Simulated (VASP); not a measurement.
Set up this calculation in VASP 6.6.1, as the native input.

```yaml
Task: single point
Functional: PBE
Dispersion: D3(BJ)
Potentials_or_basis: VASP PAW PBE potentials, release 64 (Sn_d, S)
Cutoff: 500 eV
k_mesh: 12 × 12 × 6
Occupations: gaussian, width 0.02 eV
Spin: no spin polarisation
Dipole_correction: no
Further_INCAR_settings: ALGO = Normal; EDIFF = 1e-06; NBANDS = 20
```

The structure of SnS2 lies in POSCAR:

```
SnS2
1.0
    3.6681507180      0.0000000000      0.0000000000
   -1.8340753590      3.1767117067      0.0000000000
    0.0000000000      0.0000000000      5.8272123312
Sn S
1 2
Direct
    0.0000000000      0.0000000000      0.0000000000
    0.3333333333      0.6666666667      0.2537451101
    0.6666666667      0.3333333333      0.7462548899
```

These files were run (other wordings do the same):

INCAR

```
PREC = Accurate ; ENCUT = 500
EDIFF = 1E-6 ; ISMEAR = 0
SIGMA = 0.02 ; LREAL = F
LASPH = T ; NELM = 120
ALGO = Normal ; ISIF = 2
LWAVE = F ; LCHARG = F
GGA = PE ; IVDW = 12
NBANDS = 20 ; GGA_COMPAT = F
```

KPOINTS

```
Automatic mesh
0
Gamma
  12 12 6
```

Potentials or basis: VASP PAW PBE potentials, release 64 (Sn_d, S).

The run is started by

```bash
$ cat potpaw_PBE.64/Sn_d/POTCAR potpaw_PBE.64/S/POTCAR > POTCAR
$ mpirun -np 1 vasp_std > vasp.out
```

Results of the run:

The pressure is -0.1 GPa. The band gap on the k mesh is 1.29 eV, indirect (least direct gap 1.76 eV) and the dispersion energy per atom is -0.327 eV.

Caveat: spin-orbit coupling is left out, which moves the levels of the heavy elements.

Run time: 52 s on 1 thread of AMD EPYC 9R45 96-Core Processor (Zen 5) (shared host), peak memory 0.23 GiB.
